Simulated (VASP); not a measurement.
# Ti2B3 (P4mm) in VASP: a series of runs

The runs below take Ti2B3 through single point, relaxation of cell and atoms, with PBE.

Program: VASP 6.6.1. These are calculated values, not measurements. Logs are shortened: lines on timing, memory, paths and dates and some standing lists are left out, and cuts for length are marked.

## (1) The cell of the first run

The structure is tetragonal, space group P4mm (No. 99). The conventional cell has a = 3.172 Å, b = 3.172 Å, c = 4.672 Å, α = 90.00°, β = 90.00°, γ = 90.00°. Ti (site symmetry 4mm) has 6 B at 2.03 to 2.57 Å within 2.7 Å. Ti (site symmetry 4mm) has 8 B at 2.11 to 2.24 Å within 2.8 Å. B (site symmetry 2mm) has 4 Ti at 2.03 to 2.11 Å and 6 B at 2.05 to 2.24 Å within 2.7 Å. Within 2.7 Å of B (site symmetry 4mm) lie 4 B at 2.05 Å and 6 Ti at 2.10 to 2.57 Å.

The cell was built from a structure type or drawn by symmetry, and may not be a known phase.

## (2) Single point, PBE

Input file INCAR:

```
SYSTEM = Ti2B3
PREC = Accurate ; ENCUT = 520
EDIFF = 1E-6 ; ISMEAR = 0
SIGMA = 0.1 ; LREAL = .FALSE.
LASPH = .TRUE. ; NELM = 100
ALGO = Normal ; ISIF = 2
LWAVE = .FALSE. ; LCHARG = .FALSE.
GGA = PE ; NBANDS = 24
```

Input file KPOINTS:

```
regular mesh
0
G
  6 6 4
  0 0 0
```

Input file POSCAR:

```
Ti2B3
1.0
    3.1722138200      0.0000000000      0.0000000000
    0.0000000000      3.1722138200      0.0000000000
    0.0000000000      0.0000000000      4.6722866100
Ti B
2 3
Direct
    0.0000000000      0.0000000000      0.7211286400
    0.5000000000      0.5000000000      0.2898103300
    0.5000000000      0.0000000000      0.9934612500
    0.0000000000      0.5000000000      0.9934612500
    0.0000000000      0.0000000000      0.2721384500
```

Potentials or basis: VASP PAW PBE potentials, release 64 (Ti_sv, B).

On the command line:

```bash
$ cat potpaw_PBE.64/Ti_sv/POTCAR potpaw_PBE.64/B/POTCAR > POTCAR
$ mpirun -np 1 vasp_std > vasp.out
```

OUTCAR:

```text
SYSTEM = Ti2B3
   PREC = Accurate
   ENCUT = 520
   EDIFF = 1E-6
   ISMEAR = 0
   LREAL = .FALSE.
   LASPH = .TRUE.
   NELM = 100
   ISIF = 2
   GGA = PE

 ion  position               nearest neighbor table
   1  0.000  0.000  0.721-   3 2.03   4 2.03   4 2.03   3 2.03   5 2.10
   2  0.500  0.500  0.290-   3 2.11   4 2.11   3 2.11   4 2.11   5 2.24   5 2.24   5 2.24   5 2.24

   3  0.500  0.000  0.993-   1 2.03   1 2.03   5 2.05   5 2.05   2 2.11   2 2.11
   4  0.000  0.500  0.993-   1 2.03   1 2.03   5 2.05   5 2.05   2 2.11   2 2.11
   5  0.000  0.000  0.272-   3 2.05   4 2.05   4 2.05   3 2.05   1 2.10   2 2.24   2 2.24   2 2.24
                             2 2.24

  LATTYP: Found a simple tetragonal cell.
 ALAT       =     3.1722138200
 C/A-ratio  =     1.4728788395

  Lattice vectors:

 A1 = (   3.1722138200,   0.0000000000,   0.0000000000)
 A2 = (   0.0000000000,   3.1722138200,   0.0000000000)
 A3 = (   0.0000000000,   0.0000000000,   4.6722866100)

Analysis of symmetry for initial positions (statically):
=====================================================================
 Subroutine PRICEL returns:
 Original cell was already a primitive cell.

 Routine SETGRP: Setting up the symmetry group for a
 simple tetragonal supercell.

 Subroutine GETGRP returns: Found  8 space group operations
 (whereof  8 operations were pure point group operations)
 out of a pool of 16 trial point group operations.

The static configuration has the point symmetry C_4v.

Analysis of symmetry for dynamics (positions and initial velocities):
=====================================================================
 Subroutine PRICEL returns:
 Original cell was already a primitive cell.

 Routine SETGRP: Setting up the symmetry group for a
 simple tetragonal supercell.

 Subroutine GETGRP returns: Found  8 space group operations
 (whereof  8 operations were pure point group operations)
 out of a pool of 16 trial point group operations.

The dynamic configuration has the point symmetry C_4v.

 Subroutine INISYM returns: Found  8 space group operations
 (whereof  8 operations are pure point group operations),
 and found     1 'primitive' translations

----------------------------------------------------------------------------------------

                                     Primitive cell

  volume of cell :      47.0169

  direct lattice vectors                    reciprocal lattice vectors
     3.172213820  0.000000000  0.000000000     0.315237262  0.000000000  0.000000000
     0.000000000  3.172213820  0.000000000     0.000000000  0.315237262  0.000000000
     0.000000000  0.000000000  4.672286610     0.000000000  0.000000000  0.214027966

  length of vectors
     3.172213820  3.172213820  4.672286610     0.315237262  0.315237262  0.214027966

  position of ions in fractional coordinates (direct lattice)
     0.000000000  0.000000000  0.721128640
     0.500000000  0.500000000  0.289810330
     0.500000000  0.000000000  0.993461250
     0.000000000  0.500000000  0.993461250
     0.000000000  0.000000000  0.272138450

  ion indices of the primitive-cell ions
   primitive index   ion index
                 1           1
                 2           2
                 3           3
                 4           4
                 5           5

----------------------------------------------------------------------------------------

 KPOINTS: regular mesh

Automatic generation of k-mesh.
 Grid dimensions read from file:
 generate k-points for:    6    6    4

 Generating k-lattice:

  Cartesian coordinates                     Fractional coordinates (reciprocal lattice)
     0.052539544  0.000000000  0.000000000     0.166666667  0.000000000  0.000000000
     0.000000000  0.052539544  0.000000000     0.000000000  0.166666667  0.000000000
     0.000000000  0.000000000  0.053506992     0.000000000  0.000000000  0.250000000

  Length of vectors
     0.052539544  0.052539544  0.053506992

  Shift w.r.t. Gamma in fractional coordinates (k-lattice)
     0.000000000  0.000000000  0.000000000

 Subroutine IBZKPT returns following result:
 ===========================================

 Found     30 irreducible k-points:

 Following reciprocal coordinates:
            Coordinates               Weight
  0.000000  0.000000  0.000000      1.000000
  0.166667  0.000000  0.000000      4.000000
  0.333333  0.000000  0.000000      4.000000
  0.500000  0.000000  0.000000      2.000000
  0.166667  0.166667  0.000000      4.000000
  0.333333  0.166667  0.000000      8.000000
[... 16 lines left out ...]
  0.333333  0.000000  0.500000      4.000000
  0.500000  0.000000  0.500000      2.000000
 [... further k-points ...]
   k-points           NKPTS =     30   k-points in BZ     NKDIM =     30   number of bands    NBANDS=     24
   number of dos      NEDOS =    301   number of ions     NIONS =      5
   total plane-waves  NPLWV =  20736
   dimension x,y,z NGX =    24 NGY =   24 NGZ =   36
   dimension x,y,z NGXF=    48 NGYF=   48 NGZF=   72
   ions per type =               2   3
   NGX,Y,Z   is equivalent  to a cutoff of  12.58, 12.58, 12.81 a.u.
   NGXF,Y,Z  is equivalent  to a cutoff of  25.16, 25.16, 25.62 a.u.
 SYSTEM =  Ti2B3
   PREC   = accura    normal or accurate (medium, high low for compatibility)
   ISTART =      0    job   : 0-new  1-cont  2-samecut
   ICHARG =      2    charge: 1-file 2-atom 10-const
   ISPIN  =      1    spin polarized calculation?
   LNONCOLLINEAR =      F non collinear calculations
   LSORBIT =      F    spin-orbit coupling
   LASPH  =      T    aspherical Exc in radial PAW
   ENCUT  =  520.0 eV  38.22 Ry    6.18 a.u.   5.90  5.90  8.69*2*pi/ulx,y,z
   NELM   =    100;   NELMIN=  2; NELMDL= -5     # of ELM steps
   EDIFF  = 0.1E-05   stopping-criterion for ELM
   LREAL  =      F    real-space projection
   EDIFFG = 0.1E-04   stopping-criterion for IOM
   NSW    =      0    number of steps for IOM
   IBRION =     -1    ionic relax: 0-MD 1-quasi-New 2-CG
   NFREE  =      0    steps in history (QN), initial steepest desc. (CG)
   ISIF   =      2    stress and relaxation
   ISYM   =      2    0-nonsym 1-usesym 2-fastsym
   POTIM  = 0.5000    time-step for ionic-motion
   TEBEG  =    0.0;   TEEND  =   0.0 temperature during run
   PSTRESS=    0.0 pullay stress
   NELECT =      33.0000    total number of electrons
   NUPDOWN=      -1.0000    fix difference up-down
   EMIN   =  10.00;   EMAX   =-10.00  energy-range for DOS
   EFERMI =   0.00;   METHOD = LEGACY
   ISMEAR =     0;   SIGMA  =   0.10  broadening in eV -4-tet -1-fermi 0-gaus
   EFERMI_NEDOS =   21; number of points for ismear=-14 and -15
   IALGO  =     38    algorithm
   IMIX   =      4    mixing-type and parameters
     AMIX     =   0.40;   BMIX     =  1.00
     AMIX_MAG =   1.60;   BMIX_MAG =  1.00
  volume/ion in A,a.u.               =       9.40        63.46
  Fermi-wavevector in a.u.,A,eV,Ry     =   1.454883  2.749330 28.799235  2.116684
  Thomas-Fermi vector in A             =   2.571982
   LORBIT       =      0    0 simple, 1 ext, 2 COOP (PROOUT), +10 PAW based schemes
   GGA     = PE    functional components
   LHFCALC =     F    Hartree Fock is set to
   AEXX    =    0.0000 exact exchange contribution
   IVDW    =     0    specifies the selected vdW correction
   LEPSILON=     F    determine dielectric tensor
   LRPA    =     F    only Hartree local field effects (RPA)
 non-spin polarized calculation
 Gauss-broadening in eV      SIGMA  =   0.10
  energy-cutoff  :      520.00
  volume of cell :       47.02
 maximum number of plane-waves:      1288
 NGX is ok and might be reduce to    24
   NGX = 11   NGY = 11   NGZ = 17

 number of electron      32.9999993 magnetization

 Free energy of the ion-electron system (eV)
  ---------------------------------------------------
  ext. energy  EPLUGINS =         0.00000000
  ---------------------------------------------------
  free energy    TOTEN  =       -33.54545355 eV

  energy without entropy =      -33.53447319  energy(sigma->0) =      -33.53996337

 E-fermi :   9.4063     XC(G=0): -12.4516

 val. band max:        9.3702555635   @ k =   0.3333   0.0000   0.0000
 cond. band min:       9.4372295627   @ k =   0.5000   0.1667   0.2500
 fundamental gap:      0.0669739992
 Fermi energy:         9.4063128516

 k-point     1 :       0.0000    0.0000    0.0000
  band No.  band energies     occupation
      1     -46.9143      2.00000
      2     -46.5448      2.00000
      3     -23.4459      2.00000
      4     -23.1971      2.00000
      5     -23.1971      2.00000
      6     -22.9874      2.00000
[... 16 lines left out ...]
     23      12.4416      0.00000
     24      15.2082      0.00000

 k-point     2 :       0.1667    0.0000    0.0000
  band No.  band energies     occupation
      1     -46.9089      2.00000
      2     -46.5414      2.00000
      3     -23.4247      2.00000
      4     -23.2576      2.00000
      5     -23.1869      2.00000
      6     -22.9943      2.00000
[... 16 lines left out ...]
     23      13.1519      0.00000
     24      15.3508      0.00000

 k-point     3 :       0.3333    0.0000    0.0000
  band No.  band energies     occupation
      1     -46.8983      2.00000
      2     -46.5348      2.00000
      3     -23.3797      2.00000
      4     -23.3712      2.00000
      5     -23.1661      2.00000
      6     -23.0183      2.00000
[... 16 lines left out ...]
     23      14.7323      0.00000
     24      14.8761      0.00000
[... 514 lines left out ...]
 k-point    23 :       0.3333    0.0000    0.5000
  band No.  band energies     occupation
      1     -46.8977      2.00000
      2     -46.5354      2.00000
      3     -23.4193      2.00000
      4     -23.3873      2.00000
      5     -23.1632      2.00000
      6     -22.9888      2.00000
[... 16 lines left out ...]
     23      14.7683      0.00000
     24      15.0600      0.00000

 k-point    24 :       0.5000    0.0000    0.5000
  band No.  band energies     occupation
      1     -46.8928      2.00000
      2     -46.5315      2.00000
      3     -23.4814      2.00000
      4     -23.3957      2.00000
      5     -23.1553      2.00000
      6     -22.9767      2.00000
[... 16 lines left out ...]
     23      13.8498      0.00000
     24      15.0055      0.00000

 [... further k-points ...]
[... 5 lines left out ...]
  --------------------------------------------------------------------------------------
  -------------------------------------------------------------------------------------
  Total        9.0101471      9.0101471     13.7172061      0.0000000      0.0000000      0.0000000
  in kB      307.0351398    307.0351398    467.4356862      0.0000000      0.0000000      0.0000000
  external PRESSURE =     360.5019886 kB  Pullay stress =       0.0000000 kB

 VOLUME and BASIS-vectors are now :
 -----------------------------------------------------------------------------
  energy-cutoff  :      520.00
  volume of cell :       47.02
      direct lattice vectors                 reciprocal lattice vectors
     3.172213820  0.000000000  0.000000000     0.315237262  0.000000000  0.000000000
     0.000000000  3.172213820  0.000000000     0.000000000  0.315237262  0.000000000
     0.000000000  0.000000000  4.672286610     0.000000000  0.000000000  0.214027966

 POSITION                                       TOTAL-FORCE (eV/Angst)
 -----------------------------------------------------------------------------------
      0.00000      0.00000      3.36932         0.000000     -0.000000     -2.374636
      1.58611      1.58611      1.35408        -0.000000      0.000000      4.041378
      1.58611      0.00000      4.64174         0.000000     -0.000000      1.013105
      0.00000      1.58611      4.64174        -0.000000     -0.000000      1.013105
      0.00000      0.00000      1.27151        -0.000000     -0.000000     -3.692952
 -----------------------------------------------------------------------------------
    total drift:                                0.000000      0.000000     -0.000149

  FREE ENERGIE OF THE ION-ELECTRON SYSTEM (eV)
  ---------------------------------------------------
  free  energy   TOTEN  =       -33.5454535522 eV

  energy  without entropy=      -33.5344731899  energy(sigma->0) =      -33.53996337
```

Wall time 14 s (1 thread of Intel Xeon 6975P-C (Granite Rapids), shared host); peak memory 0.16 GiB.

Results:

* Free energy: -33.5455 eV
* Pressure: 36.1 GPa
* Largest force: 4.041 eV/Å
* Band gap on the k mesh: zero (an odd number of electrons rules out a gap without spin polarisation)

Forces in eV/Å, atoms in the order of the input:
```
Ti   0.000  0.000 -2.375
Ti   0.000  0.000  4.041
B    0.000  0.000  1.013
B    0.000  0.000  1.013
B    0.000  0.000 -3.693
```

Levels at points of the mesh, in eV from the Fermi level:
```csv
k point,band 12,band 13,band 14,band 15,band 16,band 17,band 18,band 19,band 20,band 21
"(0.00, 0.00, 0.00)",-4.22,-3.93,-3.87,-1.94,0.76,0.76,1.26,1.52,2.03,2.03
"(0.50, 0.00, 0.00)",-4.02,-3.57,-3.34,-1.20,-0.53,-0.42,0.86,1.33,1.68,2.41
"(0.50, 0.50, 0.00)",-6.01,-2.62,-2.62,-2.53,-0.52,-0.52,1.62,2.08,2.62,2.74
"(0.00, 0.00, 0.50)",-4.37,-3.53,-2.90,-2.59,-0.32,0.39,0.39,1.69,2.80,3.29
"(0.50, 0.00, 0.50)",-4.71,-4.12,-2.30,-1.68,0.12,0.66,0.95,1.15,2.42,2.65
"(0.50, 0.50, 0.50)",-5.55,-4.46,-1.95,-1.95,-1.08,-1.08,-0.10,2.63,2.75,3.37
```

Caveat: the cell stands under pressure; forces of over 1 eV/Å act on the atoms, so gaps and moduli don't describe the material at rest.

## (3) Single point, PBE

This run uses another cell than the first one, of 10.32 Å³/atom.

Input file INCAR:

```
SYSTEM = Ti2B3
  PREC = Accurate
  ENCUT = 520
  EDIFF = 1E-6
  ISMEAR = 0
  SIGMA = 0.1
  LREAL = .FALSE.
  LASPH = .TRUE.
  NELM = 100
  ALGO = Normal
  ISIF = 2
  LWAVE = .FALSE.
  LCHARG = .FALSE.
  GGA = PE
  NBANDS = 24
```

KPOINTS is that of step 2.

Input file POSCAR:

```
Ti2B3
1.0
    2.9654739643      0.0000000000      0.0000000000
    0.0000000000      2.9654739643      0.0000000000
    0.0000000000      0.0000000000      5.8667102579
Ti B
2 3
Direct
    0.0000000000      0.0000000000      0.7070160467
    0.5000000000      0.5000000000      0.3501186749
    0.5000000000      0.0000000000      1.0175569976
    0.0000000000      0.5000000000      1.0175569976
    0.0000000000      0.0000000000      0.1777512032
```

Potentials or basis: VASP PAW PBE potentials, release 64 (Ti_sv, B).

On the command line:

```bash
$ cat potpaw_PBE.64/Ti_sv/POTCAR potpaw_PBE.64/B/POTCAR > POTCAR
$ mpirun -np 1 vasp_std > vasp.out
```

Wall time 22 s (1 thread of Intel Xeon 6975P-C (Granite Rapids), shared host); peak memory 0.18 GiB.

The run converged. Its results:

```yaml
Free_energy: -36.5128 eV
Pressure: 0.1 GPa
Largest_force: 0.023 eV/Å
Band_gap_on_the_k_mesh: zero (an odd number of electrons rules out a gap without spin polarisation)
```

Forces in eV/Å, atoms in the order of the input:
```
Ti   0.000  0.000  0.002
Ti   0.000  0.000  0.023
B    0.000  0.000 -0.011
B    0.000  0.000 -0.011
B    0.000  0.000 -0.004
```

Stress tensor (GPa, compression positive):
```
-0.05  0.00  0.00
 0.00 -0.05  0.00
 0.00  0.00  0.25
```

Levels at points of the mesh, in eV from the Fermi level:
```
           k point  band 14  band 15  band 16  band 17  band 18  band 19
(0.00, 0.00, 0.00)    -1.94    -1.12    -0.66     1.48     1.97     1.97
(0.50, 0.00, 0.00)    -2.16    -0.46    -0.09     0.05     0.81     0.89
(0.50, 0.50, 0.00)    -2.38    -2.38    -0.55     0.06     0.06     1.86
(0.00, 0.00, 0.50)    -1.86    -1.31    -0.83     0.96     1.12     1.12
(0.50, 0.00, 0.50)    -1.21    -1.05    -0.51     0.03     0.37     1.88
(0.50, 0.50, 0.50)    -2.55    -2.55    -1.29     0.55     0.55     3.03
```

(Continued in part 2 of 3.)
